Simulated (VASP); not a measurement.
# Li2Si3 (P1) in VASP: relaxation of cell and atoms with PBE

Aim: the relaxation of cell and atoms of Li2Si3 with PBE.

Everything below comes from runs of VASP 6.6.1. Logs are shortened: lines on timing, memory, paths and dates and some standing lists are left out, and cuts for length are marked.

## (1) The cell of the first run

The typed cell holds 5 atoms: a = 4.091 Å, b = 4.062 Å, c = 4.895 Å, α = 90.18°, β = 86.94°, γ = 119.62°.

## (2) Relaxation of cell and atoms, PBE

Input file INCAR:

```
SYSTEM = Li2Si3
PREC = Accurate
ENCUT = 600
EDIFF = 1E-6
ISMEAR = 0
SIGMA = 0.1
LREAL = .False.
LASPH = .True.
NELM = 80
ALGO = Fast
ISIF = 3
LWAVE = .False.
LCHARG = .False.
GGA = PE
IBRION = 2
NSW = 100
EDIFFG = -0.015
```

Input file KPOINTS:

```
Automatic mesh
0
Gamma
  6 6 6
  0 0 0
```

Input file POSCAR:

```
Li2Si3
1.0
    4.0893226980      0.0209575301      0.1073279149
   -2.0265115956      3.5206715128     -0.0065529696
    0.1327656023      0.0672921582      4.8932025403
Li Si
2 3
Direct
    0.3276472651      0.6829704307      0.1406952821
    0.6579274831      0.3290385165      0.8624067444
   -0.0057254890     -0.0029991509     -0.0031210259
    0.3505443474      0.6750885481      0.6361269158
    0.6696063934      0.3159016556      0.3638920836
```

Potentials or basis: VASP PAW PBE potentials, release 64 (Li_sv, Si).

The run is started by

```console
cat potpaw_PBE.64/Li_sv/POTCAR potpaw_PBE.64/Si/POTCAR > POTCAR
mpirun -np 1 vasp_std > vasp.out
```

OUTCAR:

```text
SYSTEM = Li2Si3
   PREC = Accurate
   ENCUT = 600
   EDIFF = 1E-6
   ISMEAR = 0
   LREAL = .False.
   LASPH = .True.
   NELM = 80
   ISIF = 3
   GGA = PE
   IBRION = 2
   NSW = 100
   EDIFFG = -0.015

 ion  position               nearest neighbor table
   1  0.328  0.683  0.141-   3 2.41   4 2.43   3 2.43   4 2.47   5 2.52   5 2.53   3 2.54   5 2.76

   2  0.658  0.329  0.862-   3 2.41   5 2.44   5 2.46   3 2.47   3 2.47   4 2.59   4 2.59   4 2.64

   3  0.994  0.997  0.997-   1 2.41   2 2.41   1 2.43   2 2.47   2 2.47   1 2.54   5 2.85   4 2.92
                             4 2.94   5 2.97   4 2.97   5 3.08
   4  0.351  0.675  0.636-   1 2.43   1 2.47   2 2.59   2 2.59   5 2.59   2 2.64   5 2.70   5 2.83
                             3 2.92   3 2.94   3 2.97
   5  0.670  0.316  0.364-   2 2.44   2 2.46   1 2.52   1 2.53   4 2.59   4 2.70   1 2.76   4 2.83
                             3 2.85   3 2.97   3 3.08

  LATTYP: Found a triclinic cell.
 ALAT       =     4.0907845981
 B/A-ratio  =     0.9930260185
 C/A-ratio  =     1.1967058514
 COS(alpha) =     0.0032284226
 COS(beta)  =     0.0534052266
 COS(gamma) =     0.4942875995

  Lattice vectors:

 A1 = (  -4.0893226980,  -0.0209575301,  -0.1073279149)
 A2 = (  -2.0265115956,   3.5206715128,  -0.0065529696)
 A3 = (  -0.1327656023,  -0.0672921582,  -4.8932025403)

Analysis of symmetry for initial positions (statically):
=====================================================================
 Subroutine PRICEL returns:
 Original cell was already a primitive cell.

 Routine SETGRP: Setting up the symmetry group for a
 triclinic supercell.

 Subroutine GETGRP returns: Found  1 space group operations
 (whereof  1 operations were pure point group operations)
 out of a pool of  2 trial point group operations.

The static configuration has the point symmetry C_1 .

Analysis of symmetry for dynamics (positions and initial velocities):
=====================================================================
 Subroutine PRICEL returns:
 Original cell was already a primitive cell.

 Routine SETGRP: Setting up the symmetry group for a
 triclinic supercell.

 Subroutine GETGRP returns: Found  1 space group operations
 (whereof  1 operations were pure point group operations)
 out of a pool of  2 trial point group operations.

The dynamic configuration has the point symmetry C_1 .

 Subroutine INISYM returns: Found  1 space group operations
 (whereof  1 operations are pure point group operations),
 and found     1 'primitive' translations

----------------------------------------------------------------------------------------

                                     Primitive cell

  volume of cell :      70.5930

  direct lattice vectors                    reciprocal lattice vectors
     4.089322698  0.020957530  0.107327915     0.244043926  0.140456670 -0.008553145
    -2.026511596  3.520671513 -0.006552970    -0.001350376  0.283252260 -0.003858694
[... 107 lines left out ...]
   EFERMI_NEDOS =   21; number of points for ismear=-14 and -15
   IALGO  =     68    algorithm
   IMIX   =      4    mixing-type and parameters
     AMIX     =   0.40;   BMIX     =  1.00
     AMIX_MAG =   1.60;   BMIX_MAG =  1.00
  volume/ion in A,a.u.               =      14.12        95.28
  Fermi-wavevector in a.u.,A,eV,Ry     =   1.038114  1.961751 14.662737  1.077681
  Thomas-Fermi vector in A             =   2.172583
   LORBIT       =      0    0 simple, 1 ext, 2 COOP (PROOUT), +10 PAW based schemes
   GGA     = PE    functional components
   LHFCALC =     F    Hartree Fock is set to
   AEXX    =    0.0000 exact exchange contribution
   IVDW    =     0    specifies the selected vdW correction
   LEPSILON=     F    determine dielectric tensor
   LRPA    =     F    only Hartree local field effects (RPA)
 conjugate gradient relaxation of ions
 non-spin polarized calculation
 RMM-DIIS sequential band-by-band and
 Gauss-broadening in eV      SIGMA  =   0.10
  energy-cutoff  :      600.00
  volume of cell :       70.59
 maximum number of plane-waves:      2375
 NGX is ok and might be reduce to    36
   NGX = 17   NGY = 17   NGZ = 19

--------------------------------------- Ionic step        1  -------------------------------------------

 number of electron      17.9999995 magnetization

 Free energy of the ion-electron system (eV)
  ---------------------------------------------------
  ext. energy  EPLUGINS =         0.00000000
  ---------------------------------------------------
  free energy    TOTEN  =       -19.25983531 eV

  energy without entropy =      -19.25475465  energy(sigma->0) =      -19.25729498

 E-fermi :   6.5503     XC(G=0): -10.0551

 val. band max:        6.5373846036   @ k =   0.3333   0.3333   0.1667
 cond. band min:       6.5828492553   @ k =  -0.3333  -0.3333   0.1667
 fundamental gap:      0.0454646517
 Fermi energy:         6.5502831230

 k-point     1 :       0.0000    0.0000    0.0000
  band No.  band energies     occupation
      1     -39.0824      2.00000
      2     -39.0405      2.00000
      3      -4.7389      2.00000
      4       0.0794      2.00000
      5       0.6958      2.00000
      6       4.9452      2.00000
      7       5.4128      2.00000
      8       5.5983      2.00000
      9       5.8874      2.00000
     10       7.2520      0.00000
     11       7.6243      0.00000
     12       9.6929      0.00000
     13      11.1002      0.00000
[... 478 lines left out ...]
  FREE ENERGIE OF THE ION-ELECTRON SYSTEM (eV)
  ---------------------------------------------------
  free  energy   TOTEN  =       -19.3264691839 eV

  energy  without entropy=      -19.3206234256  energy(sigma->0) =      -19.32354630

[... ionic steps 4 to 10 ...]

--------------------------------------- Ionic step       11  -------------------------------------------

 number of electron      17.9999995 magnetization

------------------------ aborting loop because EDIFF is reached ----------------------------------------
[... 73 lines left out ...]
--------------------------------------- Ionic step       13  -------------------------------------------

 number of electron      17.9999995 magnetization

 Free energy of the ion-electron system (eV)
  ---------------------------------------------------
  ext. energy  EPLUGINS =         0.00000000
  ---------------------------------------------------
  free energy    TOTEN  =       -19.34621119 eV

  energy without entropy =      -19.34079379  energy(sigma->0) =      -19.34350249

 E-fermi :   6.3843     XC(G=0):  -9.9735

 val. band max:        6.3473227623   @ k =  -0.3333   0.5000   0.3333
 cond. band min:       6.3880926918   @ k =   0.1667   0.5000   0.3333
 fundamental gap:      0.0407699294
 Fermi energy:         6.3842516967

 k-point     1 :       0.0000    0.0000    0.0000
  band No.  band energies     occupation
      1     -39.2966      2.00000
      2     -39.2619      2.00000
      3      -4.8194      2.00000
      4      -0.2777      2.00000
      5       0.4456      2.00000
      6       5.0426      2.00000
      7       5.2212      2.00000
      8       5.7126      2.00000
      9       5.7270      2.00000
     10       7.1703      0.00000
     11       7.5902      0.00000
     12       9.7814      0.00000
     13      10.5131      0.00000
[... 400 lines left out ...]
  FREE ENERGIE OF THE ION-ELECTRON SYSTEM (eV)
  ---------------------------------------------------
  free  energy   TOTEN  =       -19.3462111928 eV

  energy  without entropy=      -19.3407937910  energy(sigma->0) =      -19.34350249

 reached required accuracy - stopping structural energy minimisation
```

OSZICAR:

```text
N       E                     dE             d eps       ncg     rms          rms(c)
DAV:   1     0.557712261833E+02    0.55771E+02   -0.84034E+03  2912   0.143E+03
DAV:   2    -0.109191032847E+02   -0.66690E+02   -0.64120E+02  3428   0.248E+02
[... 182 lines left out ...]
       N       E                     dE             d eps       ncg     rms          rms(c)
DAV:   1    -0.193462057301E+02   -0.76268E-04   -0.86753E-03  3442   0.907E-01    0.335E-02
RMM:   2    -0.193462121495E+02   -0.64194E-05   -0.17850E-04  3709   0.128E-01    0.202E-02
RMM:   3    -0.193462099836E+02    0.21659E-05   -0.40741E-05  3780   0.585E-02    0.251E-03
RMM:   4    -0.193462112903E+02   -0.13067E-05   -0.15071E-05  4073   0.322E-02    0.244E-03
RMM:   5    -0.193462111928E+02    0.97471E-07   -0.85619E-07  2248   0.178E-02
  13 F= -.19346211E+02 E0= -.19343502E+02  d E =-.811542E-04
```

Run time: 32 min. Hardware: 1 thread of Oxide Virtual Turin-like, shared host; peak memory 0.25 GiB.

What came out:

| Property | Result |
| --- | --- |
| Free energy | -19.3462 eV |
| Relaxed volume | 14.43 Å³/atom |
| Relaxed cell | a = 4.088 Å, b = 4.032 Å, c = 5.027 Å, α = 90.11°, β = 88.71°, γ = 119.38° |
| Space group after relaxing (to 0.1 Å) | C2/m (No. 12) |
| Energy gained by relaxing | 17.3 meV/atom |
| Ionic steps | 13 |
| Pressure after relaxing | 0.0 GPa |
| Largest force after relaxing | 0.012 eV/Å |
| Band gap on the k mesh | zero (bands 9 and 10 overlap by 3.43 eV) |

Forces on the atoms (eV/Å):
```
Li  -0.004 -0.003 -0.002
Li   0.003  0.000  0.001
Si   0.001 -0.005  0.005
Si   0.000 -0.004 -0.001
Si   0.000  0.012 -0.003
```

Stress tensor (GPa, compression positive):
```
 0.04  0.04  0.04
 0.04 -0.03  0.01
 0.04  0.01 -0.03
```

The path:
```tsv
step	energy change (eV)	largest force (eV/Å)	pressure (GPa)	volume (Å³)
1	0.0000	0.4576	1.78	70.59
2	-0.0569	0.3110	0.17	72.20
3	-0.0666	0.2187	-0.76	73.28
4	-0.0763	0.1419	-0.38	72.75
5	-0.0792	0.1214	0.04	72.24
6	-0.0815	0.0945	0.06	72.17
7	-0.0837	0.0577	0.14	72.04
8	-0.0855	0.0427	-0.01	72.19
9	-0.0858	0.0435	-0.08	72.26
10	-0.0862	0.0181	-0.01	72.19
11	-0.0863	0.0243	0.05	72.11
12	-0.0863	0.0209	0.03	72.14
13	-0.0864	0.0125	-0.01	72.17
```

Final structure:
```xyz
5
Lattice="4.0876 0.0381 0.0466 -2.0105 3.4949 -0.0043 0.0559 0.0271 5.0261" Properties=species:S:1:pos:R:3 pbc="T T T"
Li    0.0419    2.3513    0.7390
Li    2.0911    1.2109    4.3324
Si    0.0557    0.0290    5.0197
Si    0.0365    2.3516    3.2020
Si    2.0969    1.2046    1.8697
```

Caveat: the cutoff is under 1.25 times the usual one of these potentials, so pressure, stress and relaxed cells hold a basis-set (Pulay) error.

The gap in the log of VASP goes by the Fermi energy; the results here count the filled bands.